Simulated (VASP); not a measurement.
# Te2Pt (P-3m1) in VASP: further runs

Te2Pt is run at these levels: PBE; tasks: single point.

Everything below comes from runs of VASP 6.6.1. Logs are shortened: lines on timing, memory, paths and dates and some standing lists are left out, and cuts for length are marked.

**1. The cell of the first run**

It takes space group P-3m1 (No. 164, trigonal). Conventional cell: a = 4.089 Å, b = 4.089 Å, c = 5.388 Å, α = 90.00°, β = 90.00°, γ = 120.00°. Te (site symmetry 3m) has 3 Pt at 2.73 Å and 6 Te at 3.56 to 3.61 Å within 3.7 Å. Within 3.6 Å of Pt (site symmetry -3m) lie 6 Te at 2.73 Å.

**2. Single point, PBE, collinear spin (26.00 Å³/atom)**

INCAR

```
SYSTEM = Te2Pt
PREC     = Accurate       ! precision mode
ENCUT    = 500            ! plane-wave cutoff, eV
EDIFF    = 1E-6           ! SCF threshold, eV
ISMEAR   = 0              ! smearing method
SIGMA    = 0.15           ! smearing width, eV
LREAL    = .FALSE.        ! projectors in reciprocal space
LASPH    = .TRUE.         ! aspherical terms in the spheres
NELM     = 200            ! most SCF steps
ALGO     = Normal         ! electronic algorithm
ISIF     = 2              ! what is computed and relaxed
LWAVE    = .FALSE.        ! write WAVECAR
LCHARG   = .FALSE.        ! write CHGCAR
ISPIN    = 2              ! spin polarisation
MAGMOM   = 0 0 0.438      ! initial moments
LORBIT   = 11             ! projections on sites
NUPDOWN  = 0.4375         ! fixed moment
LMAXMIX  = 4              ! l up to which the mixer works
GGA      = PE             ! functional
NBANDS   = 22             ! bands
GGA_COMPAT= .FALSE.
```

KPOINTS

```
Automatic mesh
0
G
  12 12 8
  0 0 0
```

POSCAR

```
Te2Pt
1.0
    4.0885922681      0.0000000000      0.0000000000
   -2.0442961340      3.5408247699      0.0000000000
    0.0000000000      0.0000000000      5.3884626196
Te Pt
2 1
Direct
    0.3333333333      0.6666666667      0.2528728645
    0.6666666667      0.3333333333      0.7471271355
    0.0000000000      0.0000000000      0.0000000000
```

Potentials or basis: VASP PAW PBE potentials, release 64 (Te, Pt).

On the command line:

```sh
cat potpaw_PBE.64/Te/POTCAR potpaw_PBE.64/Pt/POTCAR > POTCAR
mpirun -np 1 vasp_std > vasp.out
```

OUTCAR:

```text
SYSTEM = Te2Pt
   PREC = Accurate
   ENCUT = 500
   EDIFF = 1E-6
   ISMEAR = 0
   LREAL = .FALSE.
   LASPH = .TRUE.
   NELM = 200
   ISIF = 2
   ISPIN = 2
   LORBIT = 11
   NUPDOWN = 0.4375
   GGA = PE

 ion  position               nearest neighbor table
   1  0.333  0.667  0.253-   3 2.73   3 2.73   3 2.73   2 3.56   2 3.56   2 3.56   2 3.61   2 3.61
                             2 3.61
   2  0.667  0.333  0.747-   3 2.73   3 2.73   3 2.73   1 3.56   1 3.56   1 3.56   1 3.61   1 3.61
                             1 3.61
   3  0.000  0.000  0.000-   1 2.73   2 2.73   1 2.73   2 2.73   2 2.73   1 2.73

  LATTYP: Found a hexagonal cell.
 ALAT       =     4.0885922681
 C/A-ratio  =     1.3179261385

  Lattice vectors:

 A1 = (   4.0885922681,   0.0000000000,   0.0000000000)
 A2 = (  -2.0442961340,   3.5408247699,   0.0000000000)
 A3 = (   0.0000000000,   0.0000000000,   5.3884626196)

Analysis of symmetry for initial positions (statically):
=====================================================================
 Subroutine PRICEL returns:
 Original cell was already a primitive cell.

 Routine SETGRP: Setting up the symmetry group for a
 hexagonal supercell.

 Subroutine GETGRP returns: Found 12 space group operations
 (whereof 12 operations were pure point group operations)
 out of a pool of 24 trial point group operations.

The static configuration has the point symmetry D_3d.

Analysis of symmetry for dynamics (positions and initial velocities):
=====================================================================
 Subroutine PRICEL returns:
 Original cell was already a primitive cell.

 Routine SETGRP: Setting up the symmetry group for a
 hexagonal supercell.

 Subroutine GETGRP returns: Found 12 space group operations
 (whereof 12 operations were pure point group operations)
 out of a pool of 24 trial point group operations.

The dynamic configuration has the point symmetry D_3d.

Analysis of structural, dynamic, and magnetic symmetry:
=====================================================================
 Subroutine PRICEL returns:
 Original cell was already a primitive cell.

 Routine SETGRP: Setting up the symmetry group for a
 hexagonal supercell.

 Subroutine GETGRP returns: Found 12 space group operations
 (whereof 12 operations were pure point group operations)
 out of a pool of 24 trial point group operations.

The overall configuration has the point symmetry D_3d.

 Subroutine INISYM returns: Found 12 space group operations
 (whereof 12 operations are pure point group operations),
 and found     1 'primitive' translations

----------------------------------------------------------------------------------------

                                     Primitive cell

  volume of cell :      78.0087

  direct lattice vectors                    reciprocal lattice vectors
     4.088592268  0.000000000  0.000000000     0.244582960  0.141210038  0.000000000
    -2.044296134  3.540824770  0.000000000     0.000000000  0.282420076  0.000000000
     0.000000000  0.000000000  5.388462620     0.000000000  0.000000000  0.185581690

  length of vectors
     4.088592268  4.088592268  5.388462620     0.282420076  0.282420076  0.185581690

  position of ions in fractional coordinates (direct lattice)
     0.333333333  0.666666667  0.252872864
     0.666666667  0.333333333  0.747127136
     0.000000000  0.000000000  0.000000000

  ion indices of the primitive-cell ions
   primitive index   ion index
                 1           1
                 2           2
                 3           3

----------------------------------------------------------------------------------------

 KPOINTS: Automatic mesh

Automatic generation of k-mesh.
 Grid dimensions read from file:
 generate k-points for:   12   12    8

 Generating k-lattice:

  Cartesian coordinates                     Fractional coordinates (reciprocal lattice)
     0.020381913  0.011767503  0.000000000     0.083333333  0.000000000  0.000000000
     0.000000000  0.023535006  0.000000000     0.000000000  0.083333333  0.000000000
     0.000000000  0.000000000  0.023197711     0.000000000  0.000000000  0.125000000

  Length of vectors
     0.023535006  0.023535006  0.023197711

  Shift w.r.t. Gamma in fractional coordinates (k-lattice)
     0.000000000  0.000000000  0.000000000

 Subroutine IBZKPT returns following result:
 ===========================================

 Found    131 irreducible k-points:

 Following reciprocal coordinates:
            Coordinates               Weight
  0.000000  0.000000  0.000000      1.000000
  0.083333  0.000000  0.000000      6.000000
  0.166667  0.000000  0.000000      6.000000
  0.250000  0.000000  0.000000      6.000000
  0.333333  0.000000  0.000000      6.000000
  0.416667 -0.000000  0.000000      6.000000
[... 16 lines left out ...]
  0.166667  0.000000  0.125000      6.000000
  0.000000  0.166667  0.125000      6.000000
 [... further k-points ...]
   k-points           NKPTS =    131   k-points in BZ     NKDIM =    131   number of bands    NBANDS=     22
   number of dos      NEDOS =    301   number of ions     NIONS =      3
   total plane-waves  NPLWV =  36000
   dimension x,y,z NGX =    30 NGY =   30 NGZ =   40
   dimension x,y,z NGXF=    60 NGYF=   60 NGZF=   80
   ions per type =               2   1
   NGX,Y,Z   is equivalent  to a cutoff of  12.20, 12.20, 12.34 a.u.
   NGXF,Y,Z  is equivalent  to a cutoff of  24.40, 24.40, 24.68 a.u.
 SYSTEM =  Te2Pt
   PREC   = accura    normal or accurate (medium, high low for compatibility)
   ISTART =      0    job   : 0-new  1-cont  2-samecut
   ICHARG =      2    charge: 1-file 2-atom 10-const
   ISPIN  =      2    spin polarized calculation?
   LNONCOLLINEAR =      F non collinear calculations
   LSORBIT =      F    spin-orbit coupling
   LASPH  =      T    aspherical Exc in radial PAW
   ENCUT  =  500.0 eV  36.75 Ry    6.06 a.u.   7.45  7.45  9.82*2*pi/ulx,y,z
   NELM   =    200;   NELMIN=  2; NELMDL= -5     # of ELM steps
   EDIFF  = 0.1E-05   stopping-criterion for ELM
   LREAL  =      F    real-space projection
   EDIFFG = 0.1E-04   stopping-criterion for IOM
   NSW    =      0    number of steps for IOM
   IBRION =     -1    ionic relax: 0-MD 1-quasi-New 2-CG
   NFREE  =      0    steps in history (QN), initial steepest desc. (CG)
   ISIF   =      2    stress and relaxation
   ISYM   =      2    0-nonsym 1-usesym 2-fastsym
   POTIM  = 0.5000    time-step for ionic-motion
   TEBEG  =    0.0;   TEEND  =   0.0 temperature during run
   PSTRESS=    0.0 pullay stress
   NELECT =      22.0000    total number of electrons
   NUPDOWN=       0.4375    fix difference up-down
   EMIN   =  10.00;   EMAX   =-10.00  energy-range for DOS
   EFERMI =   0.00;   METHOD = LEGACY
   ISMEAR =     0;   SIGMA  =   0.15  broadening in eV -4-tet -1-fermi 0-gaus
   EFERMI_NEDOS =   21; number of points for ismear=-14 and -15
   IALGO  =     38    algorithm
   IMIX   =      4    mixing-type and parameters
     AMIX     =   0.40;   BMIX     =  1.00
     AMIX_MAG =   1.60;   BMIX_MAG =  1.00
  volume/ion in A,a.u.               =      26.00       175.48
  Fermi-wavevector in a.u.,A,eV,Ry     =   1.073581  2.028773 15.681741  1.152575
  Thomas-Fermi vector in A             =   2.209384
   LORBIT       =     11    0 simple, 1 ext, 2 COOP (PROOUT), +10 PAW based schemes
   GGA     = PE    functional components
   LHFCALC =     F    Hartree Fock is set to
   AEXX    =    0.0000 exact exchange contribution
   IVDW    =     0    specifies the selected vdW correction
   LEPSILON=     F    determine dielectric tensor
   LRPA    =     F    only Hartree local field effects (RPA)
 spin polarized calculation
 Gauss-broadening in eV      SIGMA  =   0.15
  energy-cutoff  :      500.00
  volume of cell :       78.01
 maximum number of plane-waves:      2005
 NGX is ok and might be reduce to    30
   NGX = 15   NGY = 15   NGZ = 19

 number of electron      21.9999999 magnetization       0.4375000

 Free energy of the ion-electron system (eV)
  ---------------------------------------------------
  ext. energy  EPLUGINS =         0.00000000
  ---------------------------------------------------
  free energy    TOTEN  =       -13.50817982 eV

  energy without entropy =      -13.49562342  energy(sigma->0) =      -13.50190162

 E-fermi :   7.3541     XC(G=0): -10.2196

 val. band max:        8.0365368901   @ k =   0.0000   0.2500   0.2500
 cond. band min:       7.3588243014   @ k =   0.0000   0.0833   0.1250
 fundamental gap:     -0.6777125886
 Fermi energy:         8.0598659426

 spin component 1

 k-point     1 :       0.0000    0.0000    0.0000
  band No.  band energies     occupation
      1      -5.8286      1.00000
      2      -2.8547      1.00000
      3       1.4360      1.00000
      4       2.3426      1.00000
      5       2.3426      1.00000
      6       4.2393      1.00000
[... 14 lines left out ...]
     21      17.5092      0.00000
     22      17.5092      0.00000
[... 552 lines left out ...]
  band No.  band energies     occupation
      1      -5.4934      1.00000
      2      -3.1147      1.00000
      3       1.7703      1.00000
      4       2.4640      1.00000
      5       2.7068      1.00000
      6       3.8312      1.00000
[... 14 lines left out ...]
     21      17.4946      0.00000
     22      18.3426      0.00000

 [... further k-points ...]

 spin component 2

 k-point     1 :       0.0000    0.0000    0.0000
  band No.  band energies     occupation
      1      -5.7376      1.00000
      2      -2.7598      1.00000
      3       1.5358      1.00000
      4       2.4363      1.00000
      5       2.4363      1.00000
      6       4.3069      1.00000
[... 14 lines left out ...]
     21      17.6111      0.00000
     22      17.6111      0.00000
[... 552 lines left out ...]
  band No.  band energies     occupation
      1      -5.4018      1.00000
      2      -3.0184      1.00000
      3       1.8682      1.00000
      4       2.5614      1.00000
      5       2.7931      1.00000
      6       3.9112      1.00000
[... 14 lines left out ...]
     21      17.5962      0.00000
     22      18.4479      0.00000

 [... further k-points ...]
[... 5 lines left out ...]
  --------------------------------------------------------------------------------------
  -------------------------------------------------------------------------------------
  Total       -0.0500583     -0.0500583      0.0239109     -0.0000000      0.0000000     -0.0000000
  in kB       -1.0281197     -1.0281197      0.4910924     -0.0000000      0.0000000     -0.0000000
  external PRESSURE =      -0.5217156 kB  Pullay stress =       0.0000000 kB

 VOLUME and BASIS-vectors are now :
 -----------------------------------------------------------------------------
  energy-cutoff  :      500.00
  volume of cell :       78.01
      direct lattice vectors                 reciprocal lattice vectors
     4.088592268  0.000000000  0.000000000     0.244582960  0.141210038  0.000000000
    -2.044296134  3.540824770  0.000000000     0.000000000  0.282420076  0.000000000
     0.000000000  0.000000000  5.388462620     0.000000000  0.000000000  0.185581690

 POSITION                                       TOTAL-FORCE (eV/Angst)
 -----------------------------------------------------------------------------------
     -0.00000      2.36055      1.36260        -0.000000      0.000000      0.066116
      2.04430      1.18027      4.02587         0.000000      0.000000     -0.066116
      0.00000      0.00000      0.00000        -0.000000      0.000000      0.000000
 -----------------------------------------------------------------------------------
    total drift:                                0.000000      0.000000      0.000000

  FREE ENERGIE OF THE ION-ELECTRON SYSTEM (eV)
  ---------------------------------------------------
  free  energy   TOTEN  =       -13.5081798177 eV

  energy  without entropy=      -13.4956234160  energy(sigma->0) =      -13.50190162

 total charge

# of ion       s       p       d       tot
------------------------------------------
    1        1.399   1.843   0.062   3.304
    2        1.399   1.843   0.062   3.304
    3        0.656   0.594   8.075   9.324
--------------------------------------------------
tot          3.454   4.279   8.199  15.932

 magnetization (x)

# of ion       s       p       d       tot
------------------------------------------
    1        0.010   0.072   0.003   0.086
    2        0.010   0.072   0.003   0.086
    3        0.002   0.011   0.118   0.130
--------------------------------------------------
tot          0.022   0.156   0.124   0.302
```

It took 3.5 min on 1 thread of Intel Xeon Platinum 8488C (Sapphire Rapids), shared host; peak memory 0.44 GiB.

What came out:

```
Free energy                                           : -13.5082 eV
Pressure                                              : -0.1 GPa
Largest force                                         : 0.066 eV/Å
Net moment                                            : 0.44 μB per cell
Site moments                                          : Te +0.09; Pt +0.13 μB
Valence electrons inside the program's atomic spheres : Te 3.30; Pt 9.32
```

Forces in eV/Å, atoms in the order of the input:
```
Te   0.000  0.000  0.066
Te   0.000  0.000 -0.066
Pt   0.000  0.000  0.000
```

Stress tensor (GPa, compression positive):
```
-0.10  0.00  0.00
 0.00 -0.10  0.00
 0.00  0.00  0.05
```

Caveat: spin-orbit coupling is left out, which moves the levels of the heavy elements; the total moment is fixed, so each spin has its own Fermi level and the state may be an excited one.

**3. Single point, PBE, collinear spin (32.50 Å³/atom)**

This run uses another cell than the first one, of 32.50 Å³/atom.

INCAR

```
  ALGO = Normal
  EDIFF = 1E-6
  ENCUT = 500
  GGA = PE
  GGA_COMPAT = F
  ISIF = 2
  ISMEAR = 0
  ISPIN = 2
  LASPH = T
  LCHARG = F
  LMAXMIX = 4
  LORBIT = 11
  LREAL = F
  LWAVE = F
  MAGMOM = 0 0 0.375
  NBANDS = 22
  NELM = 200
  NUPDOWN = 0.375
  PREC = Accurate
  SIGMA = 0.15
```

KPOINTS

```
k-points
0
Gamma
  12 12 8
```

POSCAR

```
Te2Pt
1.0
    4.4043192034      0.0000000000      0.0000000000
   -2.2021596017      3.8142523165      0.0000000000
    0.0000000000      0.0000000000      5.8045674002
Te Pt
2 1
Direct
    0.3333333333      0.6666666667      0.2528728645
    0.6666666667      0.3333333333      0.7471271355
    0.0000000000      0.0000000000      0.0000000000
```

Potentials or basis: VASP PAW PBE potentials, release 64 (Te, Pt).

On the command line:

```sh
cat potpaw_PBE.64/Te/POTCAR potpaw_PBE.64/Pt/POTCAR > POTCAR
mpirun -np 1 vasp_std > vasp.out
```

It took 8.3 min on 1 thread of Intel Xeon Platinum 8259CL at 2.50GHz (Skylake/Cascade Lake), shared host; peak memory 0.52 GiB.

It converged, with:

- Free energy: -12.6330 eV
- Pressure: -11.6 GPa
- Largest force: 1.339 eV/Å
- Net moment: 0.38 μB per cell
- Site moments: Te +0.07; Pt +0.10 μB
- Valence electrons inside the program's atomic spheres: Te 3.20; Pt 8.91

Forces on the atoms (eV/Å):
```
Te   0.000  0.000 -1.339
Te   0.000  0.000  1.339
Pt   0.000  0.000  0.000
```

Stress tensor (GPa, compression positive):
```
-12.81   0.00   0.00
  0.00 -12.81   0.00
  0.00   0.00  -9.27
```

Caveat: the cell stands under tension; spin-orbit coupling is left out, which moves the levels of the heavy elements; this functional lacks dispersion, which binds layers or chains, so the pressure and a relaxed spacing across them are unreliable; the total moment is fixed, so each spin has its own Fermi level and the state may be an excited one; forces of over 1 eV/Å act on the atoms, so gaps and moduli don't describe the material at rest.
